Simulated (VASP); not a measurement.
# Ge (Cmmm) in VASP: notebook

The runs below take Ge through single point, with PBE.

All numbers are computed with VASP 6.6.1; they aren't measurements. Logs are shortened: lines on timing, memory, paths and dates and some standing lists are left out, and cuts for length are marked.

## (1) The cell of the first run

The structure is orthorhombic, space group Cmmm (No. 65). Conventional cell: a = 2.864 Å, b = 5.331 Å, c = 2.698 Å, α = 90.00°, β = 90.00°, γ = 90.00°. Within 3.6 Å of Ge (site symmetry mmm) lie 8 Ge at 2.70 to 3.03 Å.

## (2) Single point, PBE (strain +0.025 along x and y, +0.000 along z)

Input file INCAR:

```
ALGO = Normal
EDIFF = 1E-6
ENCUT = 520
GGA = PE
ISIF = 2
ISMEAR = 0
LASPH = True
LCHARG = False
LREAL = False
LWAVE = False
NBANDS = 13
NELM = 100
PREC = Accurate
SIGMA = 0.15
```

Input file KPOINTS:

```
k-points
0
Gamma
  20 20 18
```

Input file POSCAR:

```
Ge
1.0
    1.4320777250     -2.6655289000      0.0000000000
    1.4320777250      2.6655289000      0.0000000000
    0.0000000000      0.0000000000      2.6982310000
Ge
1
Direct
    0.5000000000      0.5000000000      0.0000000000
```

Potentials or basis: VASP PAW PBE potentials, release 64 (Ge_d).

Run with:

```bash
$ cat potpaw_PBE.64/Ge_d/POTCAR > POTCAR
$ mpirun -np 1 vasp_std > vasp.out
```

OUTCAR:

```text
EDIFF = 1E-6
   ENCUT = 520
   GGA = PE
   ISIF = 2
   ISMEAR = 0
   LASPH = True
   LREAL = False
   NELM = 100
   PREC = Accurate

 ion  position               nearest neighbor table
   1  0.500  0.500  0.000-

  LATTYP: Found a base centered orthorhombic cell.
 ALAT       =     2.8641554500
 B/A-ratio  =     1.8613018368
 C/A-ratio  =     0.9420686297

  Lattice vectors:

 A1 = (   1.4320777250,  -2.6655289000,   0.0000000000)
 A2 = (   1.4320777250,   2.6655289000,   0.0000000000)
 A3 = (   0.0000000000,   0.0000000000,   2.6982310000)

Analysis of symmetry for initial positions (statically):
=====================================================================
 Subroutine PRICEL returns:
 Original cell was already a primitive cell.

 Routine SETGRP: Setting up the symmetry group for a
 base centered orthorhombic supercell.

 Subroutine GETGRP returns: Found  8 space group operations
 (whereof  8 operations were pure point group operations)
 out of a pool of  8 trial point group operations.

The static configuration has the point symmetry D_2h.

Analysis of symmetry for dynamics (positions and initial velocities):
=====================================================================
 Subroutine PRICEL returns:
 Original cell was already a primitive cell.

 Routine SETGRP: Setting up the symmetry group for a
 base centered orthorhombic supercell.

 Subroutine GETGRP returns: Found  8 space group operations
 (whereof  8 operations were pure point group operations)
 out of a pool of  8 trial point group operations.

The dynamic configuration has the point symmetry D_2h.

 Subroutine INISYM returns: Found  8 space group operations
 (whereof  8 operations are pure point group operations),
 and found     1 'primitive' translations

----------------------------------------------------------------------------------------

                                     Primitive cell

  volume of cell :      20.5996

  direct lattice vectors                    reciprocal lattice vectors
     1.432077725 -2.665528900  0.000000000     0.349143061 -0.187580033  0.000000000
     1.432077725  2.665528900  0.000000000     0.349143061  0.187580033  0.000000000
     0.000000000  0.000000000  2.698231000     0.000000000  0.000000000  0.370613191

  length of vectors
     3.025870276  3.025870276  2.698231000     0.396342208  0.396342208  0.370613191

  position of ions in fractional coordinates (direct lattice)
     0.500000000  0.500000000  0.000000000

  ion indices of the primitive-cell ions
   primitive index   ion index
                 1           1

----------------------------------------------------------------------------------------

 KPOINTS: k-points

Automatic generation of k-mesh.
 Grid dimensions read from file:
 generate k-points for:   20   20   18

 Generating k-lattice:

  Cartesian coordinates                     Fractional coordinates (reciprocal lattice)
     0.017457153 -0.009379002  0.000000000     0.050000000  0.000000000  0.000000000
     0.017457153  0.009379002  0.000000000     0.000000000  0.050000000  0.000000000
     0.000000000  0.000000000  0.020589622     0.000000000  0.000000000  0.055555556

  Length of vectors
     0.019817110  0.019817110  0.020589622

  Shift w.r.t. Gamma in fractional coordinates (k-lattice)
     0.000000000  0.000000000  0.000000000

 Subroutine IBZKPT returns following result:
 ===========================================

 Found   1110 irreducible k-points:

 Following reciprocal coordinates:
            Coordinates               Weight
  0.000000  0.000000  0.000000      1.000000
  0.050000  0.000000  0.000000      4.000000
  0.100000  0.000000  0.000000      4.000000
  0.150000  0.000000  0.000000      4.000000
  0.200000  0.000000  0.000000      4.000000
  0.250000  0.000000  0.000000      4.000000
[... 16 lines left out ...]
 -0.400000  0.050000  0.000000      4.000000
 -0.350000  0.050000  0.000000      4.000000
 [... further k-points ...]
   k-points           NKPTS =   1110   k-points in BZ     NKDIM =   1110   number of bands    NBANDS=     13
   number of dos      NEDOS =    301   number of ions     NIONS =      1
   total plane-waves  NPLWV =  11520
   dimension x,y,z NGX =    24 NGY =   24 NGZ =   20
   dimension x,y,z NGXF=    48 NGYF=   48 NGZF=   40
   ions per type =               1
   NGX,Y,Z   is equivalent  to a cutoff of  13.19, 13.19, 12.32 a.u.
   NGXF,Y,Z  is equivalent  to a cutoff of  26.37, 26.37, 24.65 a.u.
 SYSTEM =  unknown system
   PREC   = accura    normal or accurate (medium, high low for compatibility)
   ISTART =      0    job   : 0-new  1-cont  2-samecut
   ICHARG =      2    charge: 1-file 2-atom 10-const
   ISPIN  =      1    spin polarized calculation?
   LNONCOLLINEAR =      F non collinear calculations
   LSORBIT =      F    spin-orbit coupling
   LASPH  =      T    aspherical Exc in radial PAW
   ENCUT  =  520.0 eV  38.22 Ry    6.18 a.u.   5.63  5.63  5.02*2*pi/ulx,y,z
   NELM   =    100;   NELMIN=  2; NELMDL= -5     # of ELM steps
   EDIFF  = 0.1E-05   stopping-criterion for ELM
   LREAL  =      F    real-space projection
   EDIFFG = 0.1E-04   stopping-criterion for IOM
   NSW    =      0    number of steps for IOM
   IBRION =     -1    ionic relax: 0-MD 1-quasi-New 2-CG
   NFREE  =      0    steps in history (QN), initial steepest desc. (CG)
   ISIF   =      2    stress and relaxation
   ISYM   =      2    0-nonsym 1-usesym 2-fastsym
   POTIM  = 0.5000    time-step for ionic-motion
   TEBEG  =    0.0;   TEEND  =   0.0 temperature during run
   PSTRESS=    0.0 pullay stress
   NELECT =      14.0000    total number of electrons
   NUPDOWN=      -1.0000    fix difference up-down
   EMIN   =  10.00;   EMAX   =-10.00  energy-range for DOS
   EFERMI =   0.00;   METHOD = LEGACY
   ISMEAR =     0;   SIGMA  =   0.15  broadening in eV -4-tet -1-fermi 0-gaus
   EFERMI_NEDOS =   21; number of points for ismear=-14 and -15
   IALGO  =     38    algorithm
   IMIX   =      4    mixing-type and parameters
     AMIX     =   0.40;   BMIX     =  1.00
     AMIX_MAG =   1.60;   BMIX_MAG =  1.00
  volume/ion in A,a.u.               =      20.60       139.01
  Fermi-wavevector in a.u.,A,eV,Ry     =   1.439344  2.719965 28.187325  2.071710
  Thomas-Fermi vector in A             =   2.558210
[... 43 lines left out ...]
     11      17.7193      0.00000
     12      19.7285      0.00000
     13      20.0869      0.00000

 k-point     2 :       0.0500    0.0000    0.0000
  band No.  band energies     occupation
      1     -19.0132      2.00000
      2     -18.9495      2.00000
      3     -18.9110      2.00000
      4     -18.8179      2.00000
      5     -18.8020      2.00000
      6      -6.7046      2.00000
      7      11.9386      0.00000
      8      12.7725      0.00000
      9      12.9903      0.00000
     10      16.1847      0.00000
     11      17.8028      0.00000
     12      19.0420      0.00000
     13      20.1329      0.00000

 k-point     3 :       0.1000    0.0000    0.0000
  band No.  band energies     occupation
      1     -19.0094      2.00000
      2     -18.9432      2.00000
      3     -18.9114      2.00000
      4     -18.8188      2.00000
      5     -18.8047      2.00000
      6      -6.5337      2.00000
      7      11.1608      0.00000
      8      11.9920      0.00000
      9      12.9349      0.00000
     10      16.3976      0.00000
     11      17.4273      0.00000
     12      19.0264      0.00000
     13      21.1462      0.00000

 k-point     4 :       0.1500    0.0000    0.0000
  band No.  band energies     occupation
      1     -19.0039      2.00000
      2     -18.9350      2.00000
      3     -18.9100      2.00000
      4     -18.8203      2.00000
      5     -18.8088      2.00000
      6      -6.2494      2.00000
      7       9.7566      0.00000
      8      11.2568      0.00000
      9      13.2016      0.00000
     10      15.8986      0.00000
     11      17.3787      0.00000
     12      19.9228      0.00000
     13      22.4971      0.00000

 k-point     5 :       0.2000    0.0000    0.0000
  band No.  band energies     occupation
      1     -18.9981      2.00000
      2     -18.9296      2.00000
      3     -18.9023      2.00000
      4     -18.8229      2.00000
      5     -18.8133      2.00000
      6      -5.8528      2.00000
      7       8.1520      0.00000
      8      10.6481      0.00000
      9      13.5661      0.00000
     10      15.1136      0.00000
     11      17.7510      0.00000
     12      21.1251      0.00000
     13      24.0068      0.00000

 k-point     6 :       0.2500    0.0000    0.0000
  band No.  band energies     occupation
      1     -18.9931      2.00000
      2     -18.9280      2.00000
      3     -18.8881      2.00000
      4     -18.8268      2.00000
      5     -18.8171      2.00000
      6      -5.3464      2.00000
      7       6.5401      0.00000
      8      10.1110      0.00000
      9      14.0173      0.00000
     10      14.4134      0.00000
     11      18.2480      0.00000
     12      22.4994      0.00000
     13      25.5272      0.00000

 k-point     7 :       0.3000    0.0000    0.0000
  band No.  band energies     occupation
      1     -18.9900      2.00000
      2     -18.9269      2.00000
      3     -18.8717      2.00000
      4     -18.8319      2.00000
      5     -18.8198      2.00000
      6      -4.7357      2.00000
      7       4.9872      2.00000
      8       9.6545      0.00000
      9      13.8401      0.00000
     10      14.5360      0.00000
     11      18.8446      0.00000
     12      23.9334      0.00000
     13      26.0242      0.00000
[... 193 lines left out ...]
 k-point    20 :       0.4500    0.0500    0.0000
  band No.  band energies     occupation
      1     -18.9881      2.00000
      2     -18.9208      2.00000
      3     -18.8447      2.00000
      4     -18.8337      2.00000
      5     -18.8243      2.00000
      6      -2.2342      2.00000
      7       0.8406      2.00000
      8       8.3413      0.00000
      9      13.4068      0.00000
     10      16.1742      0.00000
     11      21.7916      0.00000
     12      22.7165      0.00000
     13      22.8111      0.00000

 k-point    21 :       0.5000    0.0500    0.0000
  band No.  band energies     occupation
      1     -18.9880      2.00000
      2     -18.9202      2.00000
      3     -18.8445      2.00000
      4     -18.8352      2.00000
      5     -18.8242      2.00000
      6      -2.2837      2.00000
      7       0.9075      2.00000
      8       8.2645      0.00000
      9      13.4914      0.00000
     10      16.1523      0.00000
     11      21.6747      0.00000
     12      22.8468      0.00000
     13      22.8678      0.00000

 k-point    22 :      -0.4500    0.0500    0.0000
  band No.  band energies     occupation
      1     -18.9876      2.00000
      2     -18.9210      2.00000
      3     -18.8424      2.00000
      4     -18.8419      2.00000
      5     -18.8236      2.00000
      6      -2.9055      2.00000
      7       1.7646      2.00000
      8       8.3049      0.00000
      9      13.6931      0.00000
     10      15.8406      0.00000
     11      20.7559      0.00000
     12      23.3781      0.00000
     13      23.9488      0.00000

 k-point    23 :      -0.4000    0.0500    0.0000
  band No.  band energies     occupation
      1     -18.9873      2.00000
      2     -18.9231      2.00000
      3     -18.8528      2.00000
      4     -18.8389      2.00000
      5     -18.8223      2.00000
      6      -3.6685      2.00000
      7       2.9767      2.00000
      8       8.4638      0.00000
      9      14.0104      0.00000
     10      15.3526      0.00000
     11      19.9218      0.00000
     12      24.2882      0.00000
     13      24.9839      0.00000

 k-point    24 :      -0.3500    0.0500    0.0000
  band No.  band energies     occupation
      1     -18.9880      2.00000
      2     -18.9259      2.00000
      3     -18.8664      2.00000
      4     -18.8344      2.00000
      5     -18.8202      2.00000
      6      -4.4014      2.00000
      7       4.3633      2.00000
      8       8.7428      0.00000
      9      14.4415      0.00000
     10      14.8031      0.00000
     11      19.1856      0.00000
     12      25.4555      0.00000
     13      25.4975      0.00000

 [... further k-points ...]
[... 5 lines left out ...]
  --------------------------------------------------------------------------------------
  -------------------------------------------------------------------------------------
  Total       -0.5442917     -0.6924032     -0.1286735     -0.0000000      0.0000000      0.0000000
  in kB      -42.3334069    -53.8530775    -10.0078484     -0.0000000      0.0000000      0.0000000
  external PRESSURE =     -35.3981109 kB  Pullay stress =       0.0000000 kB

 VOLUME and BASIS-vectors are now :
 -----------------------------------------------------------------------------
  energy-cutoff  :      520.00
  volume of cell :       20.60
      direct lattice vectors                 reciprocal lattice vectors
     1.432077725 -2.665528900  0.000000000     0.349143061 -0.187580033  0.000000000
     1.432077725  2.665528900  0.000000000     0.349143061  0.187580033  0.000000000
     0.000000000  0.000000000  2.698231000     0.000000000  0.000000000  0.370613191

 POSITION                                       TOTAL-FORCE (eV/Angst)
 -----------------------------------------------------------------------------------
      1.43208      0.00000      0.00000         0.000000     -0.000000      0.000000
 -----------------------------------------------------------------------------------
    total drift:                               -0.000000     -0.000000     -0.000000

  FREE ENERGIE OF THE ION-ELECTRON SYSTEM (eV)
  ---------------------------------------------------
  free  energy   TOTEN  =        -4.2544798461 eV

  energy  without entropy=       -4.2491630398  energy(sigma->0) =       -4.25182144
```

Run time: 1.9 min. Hardware: 1 thread of Intel Xeon 8259CL, shared host; peak memory 0.37 GiB.

What came out:

```
Free energy            : -4.2545 eV
Pressure               : -3.5 GPa
Band gap on the k mesh : zero (bands 7 and 8 overlap by 9.17 eV)
```

Levels at points of the mesh, in eV from the Fermi level:
| k point | band 3 | band 4 | band 5 | band 6 | band 7 | band 8 | band 9 | band 10 | band 11 | band 12 |
| --- | --- | --- | --- | --- | --- | --- | --- | --- | --- | --- |
| (0.00, 0.00, 0.00) | -24.63 | -24.54 | -24.52 | -12.48 | 6.45 | 7.00 | 7.83 | 10.25 | 12.00 | 14.01 |
| (0.50, 0.00, 0.00) | -24.57 | -24.55 | -24.54 | -7.91 | -5.02 | 3.09 | 7.11 | 10.46 | 16.37 | 16.63 |
| (0.50, 0.50, 0.00) | -24.57 | -24.56 | -24.53 | -8.70 | -5.20 | 4.74 | 8.69 | 9.86 | 15.63 | 16.37 |
| (0.00, 0.00, 0.50) | -24.61 | -24.59 | -24.53 | -8.67 | -5.39 | 9.28 | 10.65 | 15.34 | 15.53 | 16.51 |
| (0.50, 0.00, 0.50) | -24.62 | -24.55 | -24.45 | -3.75 | -1.90 | -1.69 | 3.75 | 5.99 | 11.26 | 12.68 |
| (0.50, 0.50, 0.50) | -24.60 | -24.56 | -24.47 | -4.63 | -2.28 | -2.03 | 3.40 | 7.64 | 12.95 | 14.39 |

Caveat: the cell differs from its parent crystal (strain +0.025 along x and y, +0.000 along z); the cell stands under tension.

## (3) Single point, PBE (strain +0.050 along x and y, -0.025 along z)

Input file INCAR:

```
PREC = Accurate
ENCUT = 520
EDIFF = 1E-7
ISMEAR = 0
SIGMA = 0.15
LREAL = False
LASPH = True
NELM = 100
ALGO = Normal
ISIF = 2
LWAVE = False
LCHARG = False
GGA = PE
NBANDS = 13
```

Input file KPOINTS:

```
regular mesh
0
Gamma
  20 20 18
```

Input file POSCAR:

```
Ge
1.0
    1.4670064500     -2.7305418000      0.0000000000
    1.4670064500      2.7305418000      0.0000000000
    0.0000000000      0.0000000000      2.6307752250
Ge
1
Direct
    0.5000000000      0.5000000000      0.0000000000
```

Potentials or basis: VASP PAW PBE potentials, release 64 (Ge_d).

Run with:

```bash
$ cat potpaw_PBE.64/Ge_d/POTCAR > POTCAR
$ mpirun -np 1 vasp_std > vasp.out
```

It took 2.2 min on 1 thread of Intel Xeon 8259CL, shared host; peak memory 0.37 GiB.

The run converged. Its results:

- Free energy: -4.2136 eV
- Pressure: -4.0 GPa
- Band gap on the k mesh: zero (bands 7 and 8 overlap by 8.46 eV)

Stress tensor (GPa, compression positive):
```
-6.73  0.00  0.00
 0.00 -7.90  0.00
 0.00  0.00  2.73
```

Levels at points of the mesh, in eV from the Fermi level:
```
           k point  band 5  band 6  band 7  band 8  band 9  band 10
(0.00, 0.00, 0.00)  -24.54  -12.34    5.63    6.89    8.11    10.14
(0.50, 0.00, 0.00)  -24.56   -8.24   -4.93    2.58    6.63    11.21
(0.50, 0.50, 0.00)  -24.54   -8.95   -5.10    4.11    8.11    10.66
(0.00, 0.00, 0.50)  -24.53   -8.09   -5.27    8.81   10.06    14.51
(0.50, 0.00, 0.50)  -24.46   -3.62   -1.99   -1.44    3.83     5.84
(0.50, 0.50, 0.50)  -24.48   -4.43   -2.52   -1.55    3.52     7.37
```

Caveat: the cell differs from its parent crystal (strain +0.050 along x and y, -0.025 along z); the cell stands under tension.

## (4) Single point, PBE (strain +0.025 along x and y, +0.025 along z)

Input file INCAR:

```
  PREC = Accurate
  ENCUT = 520
  EDIFF = 1E-6
  ISMEAR = 0
  SIGMA = 0.15
  LREAL = False
  LASPH = True
  NELM = 60
  ALGO = Normal
  ISIF = 2
  LWAVE = False
  LCHARG = False
  GGA = PE
  NBANDS = 13
```

KPOINTS is that of step 3.

Input file POSCAR:

```
Ge
1.0
    1.4320777250     -2.6655289000      0.0000000000
    1.4320777250      2.6655289000      0.0000000000
    0.0000000000      0.0000000000      2.7656867750
Ge
1
Direct
    0.5000000000      0.5000000000      0.0000000000
```

Run with:

```bash
$ cat potpaw_PBE.64/Ge_d/POTCAR > POTCAR
$ mpirun -np 1 vasp_std > vasp.out
```

Run time: 2.3 min. Hardware: 1 thread of Intel Xeon 8259CL, shared host; peak memory 0.38 GiB.

The run converged. Its results:

| Property | Result |
| --- | --- |
| Free energy | -4.2460 eV |
| Pressure | -4.7 GPa |
| Band gap on the k mesh | zero (bands 7 and 8 overlap by 8.88 eV) |

Stress tensor (GPa, compression positive):
```
-4.21  0.00  0.00
 0.00 -5.34  0.00
 0.00  0.00 -4.69
```

Levels at points of the mesh, in eV from the Fermi level:
```
           k point  band 4  band 5  band 6  band 7  band 8  band 9  band 10  band 11
(0.00, 0.00, 0.00)  -24.53  -24.52  -12.29    6.26    6.62    8.01     9.86    11.98
(0.50, 0.00, 0.00)  -24.54  -24.54   -7.69   -4.86    3.25    7.27     9.73    15.66
(0.50, 0.50, 0.00)  -24.55  -24.52   -8.48   -5.05    4.91    8.84     9.13    14.93
(0.00, 0.00, 0.50)  -24.57  -24.54   -8.86   -5.23    9.15   10.52    15.37    15.48
(0.50, 0.00, 0.50)  -24.54  -24.46   -3.95   -2.04   -1.47    3.78     5.86    11.08
(0.50, 0.50, 0.50)  -24.55  -24.48   -4.83   -2.17   -2.06    3.42     7.51    12.76
```

Caveat: the cell differs from its parent crystal (strain +0.025 along x and y, +0.025 along z); the cell stands under tension.

## (5) Summary

| cell | gap on the mesh (eV) | pressure (GPa) |
| --- | --- | --- |
| a = 3.026, b = 3.026, c = 2.698 Å, angles 90.0, 90.0, 123.5°, 1 atom | none | -3.5 |
| a = 3.100, b = 3.100, c = 2.631 Å, angles 90.0, 90.0, 123.5°, 1 atom | none | -4.0 |
| a = 3.026, b = 3.026, c = 2.766 Å, angles 90.0, 90.0, 123.5°, 1 atom | none | -4.7 |

Alike in all rows: task single point; level PBE; potentials or basis VASP PAW PBE potentials, release 64 (Ge_d); no spin polarisation; k mesh 20 × 20 × 18; cutoff (eV) 520; smearing gaussian 0.15 eV.

Caveats: the cell stands under tension.

Absolute energies hang on the potentials; compare differences alone.
